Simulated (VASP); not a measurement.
# AlN: single point with RPBE+D4

AlN:

```
Al N
1.0
     3.17405    0.00000    0.00000
    -1.58703    2.74881    0.00000
     0.00000    0.00000    5.07869
Al N
2 2
Direct
  0.66667 0.33333 0.50000
  0.33333 0.66667 0.00000
  0.66667 0.33333 0.88000
  0.33333 0.66667 0.38000
```

- Program: VASP 6.6.1
- Task: single point
- Functional: RPBE
- Dispersion: D4
- Potentials or basis: VASP PAW PBE potentials, release 64 (Al, N)
- Cutoff: 520 eV
- k mesh: 10 × 10 × 6
- Occupations: fermi-dirac, width 0.05 eV
- Spin: no spin polarisation
- Dipole correction: no
- Further INCAR settings: ALGO = Normal; EDIFF = 1e-07; NBANDS = 16

```yaml
Pressure: -13.8 GPa
Largest_force: 0.084 eV/Å
Band_gap_on_the_k_mesh: 3.77 eV, direct
Dispersion_energy_per_atom: -0.601 eV
```

Forces in eV/Å, atoms in the order of the input:
```
Al   0.000  0.000 -0.084
Al   0.000  0.000 -0.084
N    0.000  0.000  0.084
N    0.000  0.000  0.084
```

Stress tensor (GPa, compression positive):
```
-14.42   0.00   0.00
  0.00 -14.42   0.00
  0.00   0.00 -12.43
```

Levels at points of the mesh, in eV from the valence-band top:
```tsv
k point	band 6	band 7	band 8	band 9	band 10	band 11
(0.00, 0.00, 0.00)	-0.17	-0.17	0.00	3.77	6.26	10.24
(0.50, 0.00, 0.00)	-1.97	-1.67	-0.64	5.71	5.75	7.79
(0.00, 0.00, 0.50)	-0.49	-0.49	-0.49	6.04	6.04	9.97
(0.50, 0.00, 0.50)	-1.38	-1.29	-1.29	5.20	5.20	9.02
```

Run time: 48 s on 1 thread of AMD EPYC 7R13 Processor (Zen 3), with other jobs on the host, peak memory 0.14 GiB.

Caveat: the PAW data sets were made with another functional, which shifts forces and pressure a little. A hybrid or GW would open this gap; RPBE tends to underestimate it.
